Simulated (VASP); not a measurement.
## PbS (Galena): single point with r2SCAN

Crystal: PbS (Galena).

```xyz
2
Lattice="0.0000 2.9475 2.9475 2.9475 0.0000 2.9475 2.9475 2.9475 0.0000" Properties=species:S:1:pos:R:3 pbc="T T T"
Pb    0.0000    0.0000    0.0000
S     2.9475    2.9475    2.9475
```

* Program: VASP 6.6.1
* Task: single point
* Functional: r2SCAN
* Potentials or basis: VASP PAW PBE potentials, release 64 (Pb_d, S)
* Cutoff: 520 eV
* k mesh: 8 × 8 × 8
* Occupations: fermi-dirac, width 0.02 eV
* Spin: no spin polarisation
* Dipole correction: no
* Further INCAR settings: ALGO = Normal; EDIFF = 1e-06; NBANDS = 17

The pressure is 2.5 GPa and the band gap on the k mesh is 0.55 eV, direct.

Levels at points of the mesh, in eV from the valence-band top:
```tsv
k point	band 6	band 7	band 8	band 9	band 10	band 11	band 12	band 13	band 14	band 15
(0.00, 0.00, 0.00)	-14.43	-6.10	-2.47	-2.47	-2.47	5.58	5.58	5.58	7.05	7.05
(0.50, 0.00, 0.00)	-13.13	-9.27	-2.05	-2.05	0.00	0.55	2.10	2.10	9.16	10.55
(0.50, 0.50, 0.00)	-12.62	-7.43	-5.59	-3.78	-3.78	4.03	6.04	6.13	6.13	11.68
```

Wall time 56 s on 1 thread of Intel(R) Xeon(R) Platinum 8488C (Sapphire Rapids) (shared host), peak memory 0.18 GiB.

Caveat: the PAW data sets were made with another functional, which shifts forces and pressure a little; spin-orbit coupling is left out, which moves the levels of the heavy elements. A k mesh can miss the band edges.
